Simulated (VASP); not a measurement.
# Mg16O17 (a cell with a defect) in VASP: single point with PBE

Aim: the single point of Mg16O17 (a cell with a defect) with PBE.

Everything below comes from runs of VASP 6.6.1. Logs are shortened: lines on timing, memory, paths and dates and some standing lists are left out, and cuts for length are marked.

**1. The cell of the first run**

The cell holds a defect, 33 atoms: a = 7.367 Å, b = 7.367 Å, c = 7.367 Å, α = 109.47°, β = 109.47°, γ = 109.47°.

**2. Single point, PBE**

The input, INCAR:

```
SYSTEM = Mg16O17
ALGO = Normal ; EDIFF = 1E-6
ENCUT = 620 ; GGA = PE
GGA_COMPAT = .FALSE. ; ISIF = 2
ISMEAR = 0 ; LASPH = .TRUE.
LCHARG = .TRUE. ; LELF = .TRUE.
LREAL = Auto ; LVHAR = .TRUE.
LWAVE = .FALSE. ; NBANDS = 153
NELM = 120 ; PREC = Accurate
SIGMA = 0.02
```

The input, KPOINTS:

```
Automatic mesh
0
Gamma
  2 2 2
  0.5 0.5 0.5
```

The input, POSCAR:

```
Mg16O17
1.0
   -4.2535896552     -4.2535896552      4.2535896552
    4.2535896552      4.2535896552      4.2535896552
   -4.2535896552      4.2535896552     -4.2535896552
Mg O
16 17
Direct
    0.7493022933      0.5014823724      0.7425702059
   -0.0002490213      0.5160028404      0.5088319071
    0.7493651452      0.7503320109      0.4921849314
    0.2645576105      0.5160068595      0.2411508172
   -0.0002676100      0.7511447342      0.2425519295
    0.7348873531     -0.0137288629      0.2439460727
    0.5005025213      0.5015379038     -0.0070256779
    0.2501754305      0.7519363889     -0.0069932582
   -0.0002938152     -0.0137145496     -0.0237367024
    0.7349355321      0.2511575055     -0.0236778666
    0.4997270825      0.7511291843      0.7425610344
    0.2501102998      0.0007308310      0.7425664368
   -0.0002587409      0.2511300366      0.7425892469
    0.4989631687      0.0007893380      0.4922183878
    0.2645921876      0.2511358252      0.5087906022
    0.4997323105      0.2511342568      0.2425619266
   -0.0002595250      0.5106263807     -0.0137855299
    0.2592019414      0.5106147838      0.7583496014
   -0.0002655665      0.7511807971      0.7425295045
    0.4971776488      0.4998471030      0.4912785481
    0.2484682575      0.7486254894      0.4913038040
   -0.0002714561     -0.0083454314      0.4988742921
    0.7510014171      0.4998785537      0.2425681438
    0.4996882858      0.7510973875      0.2424864449
    0.2484830760      0.0024317167      0.2425718553
   -0.0002777769      0.2511450663      0.3398985372
    0.7509820940      0.7536688220     -0.0061838211
    0.5022929991      0.0024144529     -0.0061588495
    0.2591615389      0.2511202968     -0.0138414474
    0.7402654292     -0.0083554892      0.7267058213
    0.4997919966      0.2511438488      0.7425341884
    0.7402954461      0.2511417023      0.4988905342
   -0.0002109881      0.2511661133      0.1453586386
```

Potentials or basis: VASP PAW PBE potentials, release 64 (Mg_sv, O).

Run with:

```bash
cat potpaw_PBE.64/Mg_sv/POTCAR potpaw_PBE.64/O/POTCAR > POTCAR
mpirun -np 1 vasp_std > vasp.out
```

OUTCAR:

```text
SYSTEM = Mg16O17
   EDIFF = 1E-6
   ENCUT = 620
   GGA = PE
   ISIF = 2
   ISMEAR = 0
   LASPH = .TRUE.
   LREAL = Auto
   NELM = 120
   PREC = Accurate

 ion  position               nearest neighbor table
   1  0.749  0.501  0.743-  17 2.06  32 2.06  31 2.13  19 2.13
   2  1.000  0.516  0.509-  26 1.93  19 1.99  21 2.13  23 2.13
   3  0.749  0.750  0.492-  30 2.06  22 2.06  19 2.13  24 2.13
   4  0.265  0.516  0.241-  33 1.93  24 1.99  21 2.13  20 2.13
   5  1.000  0.751  0.243-  22 2.12  17 2.12  21 2.13  27 2.13  23 2.13  25 2.13
   6  0.735  0.986  0.244-  26 1.93  24 1.99  27 2.13  28 2.13
   7  0.501  0.502  0.993-  29 2.06  18 2.06  24 2.13  31 2.13
   8  0.250  0.752  0.993-  17 2.06  18 2.06  24 2.13  19 2.13
   9  1.000  0.986  0.976-  33 1.93  19 1.99  27 2.13  25 2.13
  10  0.735  0.251  0.976-  33 1.93  31 1.99  23 2.13  28 2.13
  11  0.500  0.751  0.743-  18 2.12  30 2.12  27 2.13  28 2.13  21 2.13  20 2.13
  12  0.250  0.001  0.743-  29 2.06  22 2.06  19 2.13  31 2.13
  13  1.000  0.251  0.743-
  14  0.499  0.001  0.492-  30 2.06  32 2.06  31 2.13  24 2.13
  15  0.265  0.251  0.509-  26 1.93  31 1.99  20 2.13  25 2.13
  16  0.500  0.251  0.243-  32 2.12  29 2.12  25 2.13  20 2.13  28 2.13  23 2.13
  17  1.000  0.511  0.986-   1 2.06   8 2.06   5 2.12
  18  0.259  0.511  0.758-   7 2.06   8 2.06  11 2.12
  19  1.000  0.751  0.743-   9 1.99   2 1.99   3 2.13  12 2.13   8 2.13   1 2.13
  20  0.497  0.500  0.491-  15 2.13  16 2.13  11 2.13   4 2.13
  21  0.248  0.749  0.491-   4 2.13   2 2.13   5 2.13  11 2.13
  22  1.000  0.992  0.499-   3 2.06  12 2.06   5 2.12
  23  0.751  0.500  0.243-  16 2.13   2 2.13   5 2.13  10 2.13
  24  0.500  0.751  0.242-   4 1.99   6 1.99   8 2.13   7 2.13   3 2.13  14 2.13
  25  0.248  0.002  0.243-  15 2.13  16 2.13   5 2.13   9 2.13
  26  1.000  0.251  0.340-  33 1.43   2 1.93   6 1.93  15 1.93
  27  0.751  0.754  0.994-   6 2.13  11 2.13   5 2.13   9 2.13
  28  0.502  0.002  0.994-   6 2.13  11 2.13  16 2.13  10 2.13
  29  0.259  0.251  0.986-  12 2.06   7 2.06  16 2.12
  30  0.740  0.992  0.727-   3 2.06  14 2.06  11 2.12
  31  0.500  0.251  0.743-  10 1.99  15 1.99   1 2.13  14 2.13   7 2.13  12 2.13
  32  0.740  0.251  0.499-  14 2.06   1 2.06  16 2.12
  33  1.000  0.251  0.145-  26 1.43   4 1.93   9 1.93  10 1.93

  LATTYP: Found a body centered cubic cell.
 ALAT       =     8.5071793104

  Lattice vectors:

 A1 = (  -4.2535896552,  -4.2535896552,   4.2535896552)
 A2 = (   4.2535896552,   4.2535896552,   4.2535896552)
 A3 = (  -4.2535896552,   4.2535896552,  -4.2535896552)

Analysis of symmetry for initial positions (statically):
=====================================================================
 Subroutine PRICEL returns:
 Original cell was already a primitive cell.

 Routine SETGRP: Setting up the symmetry group for a
 body centered cubic supercell.

 Subroutine GETGRP returns: Found  1 space group operations
 (whereof  1 operations were pure point group operations)
 out of a pool of 48 trial point group operations.

The static configuration has the point symmetry C_1 .

Analysis of symmetry for dynamics (positions and initial velocities):
=====================================================================
 Subroutine PRICEL returns:
 Original cell was already a primitive cell.

 Routine SETGRP: Setting up the symmetry group for a
 body centered cubic supercell.

 Subroutine GETGRP returns: Found  1 space group operations
 (whereof  1 operations were pure point group operations)
 out of a pool of 48 trial point group operations.

The dynamic configuration has the point symmetry C_1 .

 Subroutine INISYM returns: Found  1 space group operations
 (whereof  1 operations are pure point group operations),
 and found     1 'primitive' translations

----------------------------------------------------------------------------------------

                                     Primitive cell

  volume of cell :     307.8412

  direct lattice vectors                    reciprocal lattice vectors
    -4.253589655 -4.253589655  4.253589655    -0.117547775  0.000000000  0.117547775
     4.253589655  4.253589655  4.253589655     0.000000000  0.117547775  0.117547775
    -4.253589655  4.253589655 -4.253589655    -0.117547775  0.117547775  0.000000000

  length of vectors
     7.367433397  7.367433397  7.367433397     0.166237658  0.166237658  0.166237658

  position of ions in fractional coordinates (direct lattice)
     0.749302293  0.501482372  0.742570206
     0.999750979  0.516002840  0.508831907
     0.749365145  0.750332011  0.492184931
     0.264557610  0.516006860  0.241150817
     0.999732390  0.751144734  0.242551930
     0.734887353  0.986271137  0.243946073
[... 25 lines left out ...]
     0.740295446  0.251141702  0.498890534
     0.999789012  0.251166113  0.145358639

  ion indices of the primitive-cell ions
   primitive index   ion index
                 1           1
                 2           2
                 3           3
                 4           4
                 5           5
                 6           6
[... 25 lines left out ...]
                32          32
                33          33

----------------------------------------------------------------------------------------

 KPOINTS: Automatic mesh

Automatic generation of k-mesh.
 Grid dimensions read from file:
 generate k-points for:    2    2    2

 Generating k-lattice:

  Cartesian coordinates                     Fractional coordinates (reciprocal lattice)
    -0.058773888  0.000000000  0.058773888     0.500000000  0.000000000  0.000000000
     0.000000000  0.058773888  0.058773888     0.000000000  0.500000000  0.000000000
    -0.058773888  0.058773888  0.000000000     0.000000000  0.000000000  0.500000000

  Length of vectors
     0.083118829  0.083118829  0.083118829

  Shift w.r.t. Gamma in fractional coordinates (k-lattice)
     0.500000000  0.500000000  0.500000000

 Subroutine IBZKPT returns following result:
 ===========================================

 Found      4 irreducible k-points:

 Following reciprocal coordinates:
            Coordinates               Weight
  0.250000  0.250000  0.250000      2.000000
 -0.250000  0.250000  0.250000      2.000000
  0.250000 -0.250000  0.250000      2.000000
  0.250000  0.250000 -0.250000      2.000000
   k-points           NKPTS =      4   k-points in BZ     NKDIM =      4   number of bands    NBANDS=    153
   number of dos      NEDOS =    301   number of ions     NIONS =     33
   total plane-waves  NPLWV = 216000
   dimension x,y,z NGX =    60 NGY =   60 NGZ =   60
   dimension x,y,z NGXF=   120 NGYF=  120 NGZF=  120
   ions per type =              16  17
   NGX,Y,Z   is equivalent  to a cutoff of  13.54, 13.54, 13.54 a.u.
   NGXF,Y,Z  is equivalent  to a cutoff of  27.08, 27.08, 27.08 a.u.
 SYSTEM =  Mg16O17
   PREC   = accura    normal or accurate (medium, high low for compatibility)
   ISTART =      0    job   : 0-new  1-cont  2-samecut
   ICHARG =      2    charge: 1-file 2-atom 10-const
   ISPIN  =      1    spin polarized calculation?
   LNONCOLLINEAR =      F non collinear calculations
   LSORBIT =      F    spin-orbit coupling
   LASPH  =      T    aspherical Exc in radial PAW
   ENCUT  =  620.0 eV  45.57 Ry    6.75 a.u.  14.96 14.96 14.96*2*pi/ulx,y,z
   NELM   =    120;   NELMIN=  2; NELMDL= -5     # of ELM steps
   EDIFF  = 0.1E-05   stopping-criterion for ELM
   LREAL  =      T    real-space projection
   EDIFFG = 0.1E-04   stopping-criterion for IOM
   NSW    =      0    number of steps for IOM
   IBRION =     -1    ionic relax: 0-MD 1-quasi-New 2-CG
   NFREE  =      0    steps in history (QN), initial steepest desc. (CG)
   ISIF   =      2    stress and relaxation
   ISYM   =      2    0-nonsym 1-usesym 2-fastsym
   POTIM  = 0.5000    time-step for ionic-motion
   TEBEG  =    0.0;   TEEND  =   0.0 temperature during run
   PSTRESS=    0.0 pullay stress
   NELECT =     262.0000    total number of electrons
   NUPDOWN=      -1.0000    fix difference up-down
   EMIN   =  10.00;   EMAX   =-10.00  energy-range for DOS
   EFERMI =   0.00;   METHOD = LEGACY
   ISMEAR =     0;   SIGMA  =   0.02  broadening in eV -4-tet -1-fermi 0-gaus
   EFERMI_NEDOS =   21; number of points for ismear=-14 and -15
   IALGO  =     38    algorithm
   IMIX   =      4    mixing-type and parameters
     AMIX     =   0.40;   BMIX     =  1.00
     AMIX_MAG =   1.60;   BMIX_MAG =  1.00
  volume/ion in A,a.u.               =       9.33        62.95
  Fermi-wavevector in a.u.,A,eV,Ry     =   1.551433  2.931783 32.748463  2.406944
  Thomas-Fermi vector in A             =   2.655953
   LORBIT       =      0    0 simple, 1 ext, 2 COOP (PROOUT), +10 PAW based schemes
   GGA     = PE    functional components
   LHFCALC =     F    Hartree Fock is set to
   AEXX    =    0.0000 exact exchange contribution
   IVDW    =     0    specifies the selected vdW correction
   LEPSILON=     F    determine dielectric tensor
   LRPA    =     F    only Hartree local field effects (RPA)
 non-spin polarized calculation
 Gauss-broadening in eV      SIGMA  =   0.02
  energy-cutoff  :      620.00
  volume of cell :      307.84
 maximum number of plane-waves:     10825
   NGX = 29   NGY = 29   NGZ = 29

 number of electron     261.9999935 magnetization

 Free energy of the ion-electron system (eV)
  ---------------------------------------------------
  ext. energy  EPLUGINS =         0.00000000
  ---------------------------------------------------
  free energy    TOTEN  =      -192.77650903 eV

  energy without entropy =     -192.77650903  energy(sigma->0) =     -192.77650903

 E-fermi :   3.3641     XC(G=0): -11.3611

 val. band max:        3.2607156797   @ k =   0.2500   0.2500  -0.2500
 cond. band min:       8.4371916695   @ k =   0.2500   0.2500  -0.2500
 fundamental gap:      5.1764759899
 Fermi energy:         3.3640810533

 k-point     1 :       0.2500    0.2500    0.2500
  band No.  band energies     occupation
      1     -69.4506      2.00000
      2     -69.3933      2.00000
      3     -69.3932      2.00000
      4     -69.3929      2.00000
      5     -69.3904      2.00000
      6     -69.3903      2.00000
[... 573 lines left out ...]
    142      12.3689      0.00000
    143      12.7583      0.00000
 [bands above 143 left out]

------------------------ aborting loop because EDIFF is reached ----------------------------------------

  FORCE on cell =-STRESS in cart. coord.  units (eV):
  Direction    XX          YY          ZZ          XY          YZ          ZX
  --------------------------------------------------------------------------------------
  -------------------------------------------------------------------------------------
  Total       13.4549987     13.4620489     13.4651547     -3.0887443     -3.0846940      3.0858203
  in kB       70.0273155     70.0640088     70.0801730    -16.0755476    -16.0544676     16.0603295
  external PRESSURE =      70.0571658 kB  Pullay stress =       0.0000000 kB

 VOLUME and BASIS-vectors are now :
 -----------------------------------------------------------------------------
  energy-cutoff  :      620.00
  volume of cell :      307.84
      direct lattice vectors                 reciprocal lattice vectors
    -4.253589655 -4.253589655  4.253589655    -0.117547775  0.000000000  0.117547775
     4.253589655  4.253589655  4.253589655     0.000000000  0.117547775  0.117547775
    -4.253589655  4.253589655 -4.253589655    -0.117547775  0.117547775  0.000000000

 POSITION                                       TOTAL-FORCE (eV/Angst)
 -----------------------------------------------------------------------------------
     -4.21271      2.10446      2.16174         0.009860      0.007673      0.005317
     -4.22203      0.10670      4.28303        -0.000090      0.004381     -0.001000
     -2.08944      2.09767      4.28554         0.003270     -0.009023     -0.007667
      0.04381      2.09532      2.29444        -0.002526      0.000144      0.004643
     -2.08911     -0.02567      6.41580        -0.000325      0.000954      0.000018
      0.03164      2.10693      6.28346        -0.001172      0.001968     -0.004576
[... 25 lines left out ...]
     -4.20273      0.04142      2.09509        -0.003177     -0.009956      0.010622
     -3.80263     -2.56604      4.70275         0.096528     -0.097449      0.093137
 -----------------------------------------------------------------------------------
    total drift:                                0.004584      0.004376      0.003960

  FREE ENERGIE OF THE ION-ELECTRON SYSTEM (eV)
  ---------------------------------------------------
  free  energy   TOTEN  =      -192.7765090324 eV

  energy  without entropy=     -192.7765090324  energy(sigma->0) =     -192.77650903
```

It took 11 min on 1 thread of AMD EPYC 7R43 (Zen 3), shared host; peak memory 0.5 GiB.

Results:

```
Free energy            : -192.7765 eV
Pressure               : 7.0 GPa
Largest force          : 0.166 eV/Å
Band gap on the k mesh : 5.18 eV
```

Forces on the atoms (eV/Å):
```
Mg   0.010  0.008  0.005
Mg   0.000  0.004 -0.001
Mg   0.003 -0.009 -0.008
Mg  -0.003  0.000  0.005
Mg   0.000  0.001  0.000
Mg  -0.001  0.002 -0.005
Mg  -0.008 -0.003  0.009
Mg   0.005  0.007  0.009
Mg  -0.001 -0.003 -0.001
Mg   0.003  0.001 -0.003
Mg   0.000 -0.001  0.000
Mg  -0.008 -0.009  0.002
Mg   0.003 -0.003  0.003
Mg   0.009 -0.004 -0.008
Mg  -0.004  0.001 -0.002
Mg   0.000 -0.001  0.001
O   -0.015 -0.003 -0.016
O    0.012 -0.011 -0.003
O   -0.004  0.000 -0.004
O    0.002  0.002 -0.001
O    0.000 -0.004 -0.002
O    0.013  0.002  0.013
O   -0.002 -0.004  0.001
O   -0.003  0.004  0.000
O    0.003  0.001 -0.001
O   -0.091  0.088 -0.090
O   -0.001  0.003  0.004
O   -0.001  0.001  0.002
O    0.001  0.015 -0.013
O   -0.015  0.017  0.002
O    0.001  0.004 -0.004
O   -0.003 -0.010  0.011
O    0.097 -0.097  0.093
```

Stress tensor (GPa, compression positive):
```
 7.00 -1.61  1.61
-1.61  7.01 -1.61
 1.61 -1.61  7.01
```
